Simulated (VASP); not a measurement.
HfC, 2 atoms in the cell. Symmetry: I4mm, No. 107, tetragonal system. The conventional cell has a = 3.288 Å, b = 3.288 Å, c = 4.650 Å, α = 90.00°, β = 90.00°, γ = 90.00°. Hf (site symmetry 4mm) has 5 C at 1.88 to 2.37 Å within 2.5 Å. Within 2.5 Å of C (site symmetry 4mm) lie 5 Hf at 1.88 to 2.37 Å.  This cell differs from its parent crystal: atom 2 (C) moved by (+0.000, -0.450) A along [1 1 0] and z.

| Property | Result |
| --- | --- |
| Program | VASP 6.6.1 |
| Task | single point |
| Functional | PBEsol |
| Potentials or basis | VASP PAW PBE potentials, release 64 (Hf_pv, C) |
| Cutoff | 520 eV |
| k mesh | 18 × 18 × 18 |
| Occupations | gaussian, width 0.15 eV |
| Spin | no spin polarisation |
| Dipole correction | no |
| Further INCAR settings | ALGO = Normal; EDIFF = 1e-07; NBANDS = 14 |

Potentials or basis: VASP PAW PBE potentials, release 64 (Hf_pv, C).

The run is started by

```sh
$ cat potpaw_PBE.64/Hf_pv/POTCAR potpaw_PBE.64/C/POTCAR > POTCAR
$ mpirun -np 1 vasp_std > vasp.out
```

Hardware: 1 thread of Intel(R) Xeon(R) Platinum 8259CL CPU @ 2.50GHz (Skylake/Cascade Lake) (shared host).

**Question.** Estimate the wall time of this run.

**Answer.** Wall time 74 s on 1 thread of Intel(R) Xeon(R) Platinum 8259CL CPU @ 2.50GHz (Skylake/Cascade Lake) (shared host), peak memory 0.29 GiB. Counts: scf iterations 14, k points 480.
